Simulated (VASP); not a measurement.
# Na (P6_3/mmc) in VASP: further runs, part 2 of 2

VASP 6.6.1. The steps go on from the part before.

**7. Single point, revPBE**

This run uses another cell than the first one, of 39.40 Å³/atom, 1.042 times its volume.

Input file INCAR:

```
SYSTEM = Na
ALGO = Normal ; EDIFF = 1E-6
ENCUT = 520 ; GGA = RE
ISIF = 2 ; ISMEAR = -1
LASPH = .TRUE. ; LCHARG = .FALSE.
LREAL = .FALSE. ; LWAVE = .FALSE.
NBANDS = 22 ; NELM = 80
PREC = Accurate ; SIGMA = 0.1
```

Input file KPOINTS:

```
k-points
0
G
  13 13 4
  0 0 0
```

Input file POSCAR:

```
Na
1.0
    3.8254185333      0.0000000000      0.0000000000
   -1.9127092667      3.3129096299      0.0000000000
    0.0000000000      0.0000000000     12.4371399490
Na
4
Direct
    1.0000000000      1.0000000000      0.0000000000
    1.0000000000      1.0000000000      0.5000000000
    0.3333333333      0.6666666667      0.2500000000
    0.6666666667      0.3333333333      0.7500000000
```

Potentials or basis: VASP PAW PBE potentials, release 64 (Na_pv).

Launch:

```sh
$ cat potpaw_PBE.64/Na_pv/POTCAR > POTCAR
$ mpirun -np 1 vasp_std > vasp.out
```

OUTCAR:

```text
SYSTEM = Na
   EDIFF = 1E-6
   ENCUT = 520
   GGA = RE
   ISIF = 2
   ISMEAR = -1
   LASPH = .TRUE.
   LREAL = .FALSE.
   NELM = 80
   PREC = Accurate

 ion  position               nearest neighbor table
   1  0.000  0.000  0.000-
   2  0.000  0.000  0.500-
   3  0.333  0.667  0.250-
   4  0.667  0.333  0.750-

  LATTYP: Found a hexagonal cell.
 ALAT       =     3.8254185333
 C/A-ratio  =     3.2511841099

  Lattice vectors:

 A1 = (   3.8254185333,   0.0000000000,   0.0000000000)
 A2 = (  -1.9127092667,   3.3129096299,   0.0000000000)
 A3 = (   0.0000000000,   0.0000000000,  12.4371399490)

Analysis of symmetry for initial positions (statically):
=====================================================================
 Subroutine PRICEL returns:
 Original cell was already a primitive cell.

 Routine SETGRP: Setting up the symmetry group for a
 hexagonal supercell.

 Subroutine GETGRP returns: Found 24 space group operations
 (whereof 12 operations were pure point group operations)
 out of a pool of 24 trial point group operations.

The static configuration has the point symmetry D_3d.
 The point group associated with its full space group is D_6h.

Analysis of symmetry for dynamics (positions and initial velocities):
=====================================================================
 Subroutine PRICEL returns:
 Original cell was already a primitive cell.

 Routine SETGRP: Setting up the symmetry group for a
 hexagonal supercell.

 Subroutine GETGRP returns: Found 24 space group operations
 (whereof 12 operations were pure point group operations)
 out of a pool of 24 trial point group operations.

The dynamic configuration has the point symmetry D_3d.
 The point group associated with its full space group is D_6h.

 Subroutine INISYM returns: Found 24 space group operations
[... 110 lines left out ...]
   TEBEG  =    0.0;   TEEND  =   0.0 temperature during run
   PSTRESS=    0.0 pullay stress
   NELECT =      28.0000    total number of electrons
   NUPDOWN=      -1.0000    fix difference up-down
   EMIN   =  10.00;   EMAX   =-10.00  energy-range for DOS
   EFERMI =   0.00;   METHOD = LEGACY
   ISMEAR =    -1;   SIGMA  =   0.10  broadening in eV -4-tet -1-fermi 0-gaus
   EFERMI_NEDOS =   21; number of points for ismear=-14 and -15
   IALGO  =     38    algorithm
   IMIX   =      4    mixing-type and parameters
     AMIX     =   0.40;   BMIX     =  1.00
     AMIX_MAG =   1.60;   BMIX_MAG =  1.00
  volume/ion in A,a.u.               =      39.40       265.92
  Fermi-wavevector in a.u.,A,eV,Ry     =   0.920290  1.739095 11.523221  0.846933
  Thomas-Fermi vector in A             =   2.045578
   LORBIT       =      0    0 simple, 1 ext, 2 COOP (PROOUT), +10 PAW based schemes
   GGA     = RE    functional components
   LHFCALC =     F    Hartree Fock is set to
   AEXX    =    0.0000 exact exchange contribution
   IVDW    =     0    specifies the selected vdW correction
   LEPSILON=     F    determine dielectric tensor
   LRPA    =     F    only Hartree local field effects (RPA)
 non-spin polarized calculation
  energy-cutoff  :      520.00
  volume of cell :      157.62
 maximum number of plane-waves:      4275
   NGX = 15   NGY = 15   NGZ = 47

 number of electron      28.0000020 magnetization

 Free energy of the ion-electron system (eV)
  ---------------------------------------------------
  ext. energy  EPLUGINS =         0.00000000
  ---------------------------------------------------
  free energy    TOTEN  =        -4.84288449 eV

  energy without entropy =       -4.77162510  energy(sigma->0) =       -4.80725480

 E-fermi :   0.2687     XC(G=0):  -6.2244

 val. band max:        0.1843975604   @ k =   0.3077   0.2308   0.2500
 cond. band min:       0.2797577036   @ k =   0.4615   0.0000   0.5000
 fundamental gap:      0.0953601431
 Fermi energy:         0.2687184999

 k-point     1 :       0.0000    0.0000    0.0000
  band No.  band energies     occupation
      1     -24.7231      2.00000
      2     -24.7094      2.00000
      3     -24.7090      2.00000
      4     -24.6992      2.00000
      5     -24.6992      2.00000
      6     -24.6972      2.00000
[... 589 lines left out ...]
     21       7.3561      0.00000
     22       8.0138      0.00000

 [... further k-points ...]
[... 5 lines left out ...]
  --------------------------------------------------------------------------------------
  -------------------------------------------------------------------------------------
  Total        0.0014211      0.0014211      0.0382987     -0.0000000      0.0000000      0.0000000
  in kB        0.0144455      0.0144455      0.3893006     -0.0000000      0.0000000      0.0000000
  external PRESSURE =       0.1393972 kB  Pullay stress =       0.0000000 kB

 VOLUME and BASIS-vectors are now :
 -----------------------------------------------------------------------------
  energy-cutoff  :      520.00
  volume of cell :      157.62
      direct lattice vectors                 reciprocal lattice vectors
     3.825418533  0.000000000  0.000000000     0.261409305  0.150924733  0.000000000
    -1.912709267  3.312909630  0.000000000     0.000000000  0.301849465  0.000000000
     0.000000000  0.000000000 12.437139949     0.000000000  0.000000000  0.080404338

 POSITION                                       TOTAL-FORCE (eV/Angst)
 -----------------------------------------------------------------------------------
      0.00000      0.00000      0.00000         0.000000      0.000000     -0.000000
      0.00000      0.00000      6.21857         0.000000      0.000000     -0.000000
     -0.00000      2.20861      3.10928        -0.000000     -0.000000      0.000000
      1.91271      1.10430      9.32785         0.000000      0.000000      0.000000
 -----------------------------------------------------------------------------------
    total drift:                                0.000000     -0.000000      0.000000

  FREE ENERGIE OF THE ION-ELECTRON SYSTEM (eV)
  ---------------------------------------------------
  free  energy   TOTEN  =        -4.8428844940 eV

  energy  without entropy=       -4.7716250998  energy(sigma->0) =       -4.80725480
```

OSZICAR:

```text
N       E                     dE             d eps       ncg     rms          rms(c)
DAV:   1     0.228846986950E+03    0.22885E+03   -0.14871E+04  2980   0.120E+03
DAV:   2     0.761705466784E+01   -0.22123E+03   -0.21672E+03  2868   0.346E+02
DAV:   3    -0.460003756846E+01   -0.12217E+02   -0.12044E+02  3428   0.104E+02
DAV:   4    -0.483210214279E+01   -0.23206E+00   -0.23186E+00  3126   0.138E+01
DAV:   5    -0.483766829032E+01   -0.55661E-02   -0.55661E-02  3306   0.239E+00    0.463E-01
DAV:   6    -0.484117259457E+01   -0.35043E-02   -0.26817E-03  3192   0.524E-01    0.307E-01
DAV:   7    -0.484287021387E+01   -0.16976E-02   -0.35613E-03  3102   0.532E-01    0.144E-02
DAV:   8    -0.484288089343E+01   -0.10680E-04   -0.55564E-05  3298   0.753E-02    0.568E-03
DAV:   9    -0.484288424890E+01   -0.33555E-05   -0.26186E-06  2646   0.138E-02    0.145E-03
DAV:  10    -0.484288449400E+01   -0.24510E-06   -0.32058E-07  1734   0.774E-03
   1 F= -.48428845E+01 E0= -.48072548E+01  d E =-.712594E-01
```

It took 3.7 min on 1 thread of AMD EPYC 7R13, shared host; peak memory 0.31 GiB.

Results:

| Item | Value |
| --- | --- |
| Free energy | -4.8429 eV |
| Pressure | 0.0 GPa |
| Band gap on the k mesh | zero (band 14 reaches 1.78 eV, above the bottom of band 15 at -1.89 eV) |

Caveat: the PAW data sets were made with another functional, which shifts forces and pressure a little.

**8. The runs side by side**

| cell | k mesh | gap on the mesh (eV) | pressure (GPa) |
| --- | --- | --- | --- |
| a = 3.774, b = 3.774, c = 12.269 Å, angles 90.0, 90.0, 120.0°, 4 atoms | 11 × 11 × 3 | none | 0.3 |
| a = 3.825, b = 3.825, c = 12.437 Å, angles 90.0, 90.0, 120.0°, 4 atoms | 11 × 11 × 3 | none | 0.0 |
| a = 3.876, b = 3.876, c = 12.601 Å, angles 90.0, 90.0, 120.0°, 4 atoms | 11 × 11 × 3 | none | -0.2 |
| a = 3.925, b = 3.925, c = 12.760 Å, angles 90.0, 90.0, 120.0°, 4 atoms | 11 × 11 × 3 | none | -0.4 |
| a = 3.973, b = 3.973, c = 12.916 Å, angles 90.0, 90.0, 120.0°, 4 atoms | 11 × 11 × 3 | none | -0.6 |
| a = 3.825, b = 3.825, c = 12.437 Å, angles 90.0, 90.0, 120.0°, 4 atoms | 13 × 13 × 4 | none | 0.0 |

Alike in all rows: task single point; level revPBE; potentials or basis VASP PAW PBE potentials, release 64 (Na_pv); no spin polarisation; cutoff (eV) 520; smearing fermi-dirac 0.1 eV.

Caveats: the PAW data sets were made with another functional, which shifts forces and pressure a little.

Absolute energies hang on the potentials; compare differences alone.
